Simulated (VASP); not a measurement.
Runs of VASP 6.6.1 on Au. The structure is that of space group P6_3/mmc (No. 194), or close to it. The cells are those of the table. This isn't the form of Au at room conditions, which is fcc.

| cell | further INCAR settings | gap on the mesh (eV) | pressure (GPa) |
| --- | --- | --- | --- |
| a = 2.794, b = 2.794, c = 4.791 Å, angles 90.0, 90.0, 120.0°, 2 atoms | ALGO = Fast; EDIFF = 1e-07; NBANDS = 18 | none | 10.0 |
| a = 2.794, b = 2.794, c = 4.910 Å, angles 90.0, 90.0, 120.0°, 2 atoms | ALGO = Fast; EDIFF = 1e-07; NBANDS = 18 | none | 5.3 |
| a = 2.722, b = 2.722, c = 4.910 Å, angles 90.0, 90.0, 120.0°, 2 atoms | ALGO = Fast; EDIFF = 1e-06; NBANDS = 18 | none | (d) |
| a = 2.865, b = 2.865, c = 4.551 Å, angles 90.0, 90.0, 120.0°, 2 atoms | ALGO = Fast; EDIFF = 1e-07; NBANDS = 18 | none | 10.3 |
| a = 2.722, b = 2.722, c = 4.671 Å, angles 90.0, 90.0, 120.0°, 2 atoms | ALGO = Fast; EDIFF = 1e-06; NBANDS = 18 | none | (b) |
| a = 2.937, b = 2.937, c = 4.551 Å, angles 90.0, 90.0, 120.0°, 2 atoms | ALGO = Fast; EDIFF = 1e-07; NBANDS = 18 | none | 0.8 |
| a = 2.794, b = 2.794, c = 5.030 Å, angles 90.0, 90.0, 120.0°, 2 atoms | ALGO = Fast; EDIFF = 1e-06; NBANDS = 18 | none | 1.7 |
| a = 2.794, b = 2.794, c = 4.671 Å, angles 90.0, 90.0, 120.0°, 2 atoms | ALGO = Fast; EDIFF = 1e-06; NBANDS = 18 | none | 16.0 |
| a = 2.865, b = 2.865, c = 4.671 Å, angles 90.0, 90.0, 120.0°, 2 atoms | ALGO = Fast; EDIFF = 1e-06; NBANDS = 18 | none | (a) |
| a = 2.722, b = 2.722, c = 4.551 Å, angles 90.0, 90.0, 120.0°, 2 atoms | ALGO = Fast; EDIFF = 1e-07; NBANDS = 18 | none | (c) |
| a = 2.865, b = 2.865, c = 4.910 Å, angles 90.0, 90.0, 120.0°, 2 atoms | ALGO = Fast; EDIFF = 1e-07; NBANDS = 18 | none | -4.0 |
| a = 2.722, b = 2.722, c = 4.791 Å, angles 90.0, 90.0, 120.0°, 2 atoms | ALGO = Fast; EDIFF = 1e-06; NBANDS = 18 | none | 24.7 |

Alike in all rows: task single point; level PBEsol; potentials or basis VASP PAW PBE potentials, release 64 (Au); no spin polarisation; k mesh 24 × 24 × 12; cutoff (eV) 520; smearing gaussian 0.15 eV.

Task: Estimate the missing entries.

Result: (a) 4.5; (b) 32.0; (c) 41.0; (d) 18.8.

Caveats: the PAW data sets were made with another functional, which shifts forces and pressure a little; spin-orbit coupling is left out, which moves the levels of the heavy elements; the cell stands under pressure (at least some runs); the stress differs along the axes, from 2 to 7 GPa (at least some runs); the stress differs along the axes, from 9 to 23 GPa (at least some runs); the stress differs along the axes, from 8 to 15 GPa (at least some runs); the stress differs along the axes, from 28 to 34 GPa (at least some runs).

A k mesh can miss the band edges, and the runs leave out spin-orbit coupling on Au.

A gap of «none» marks levels without a gap at the run's occupations.
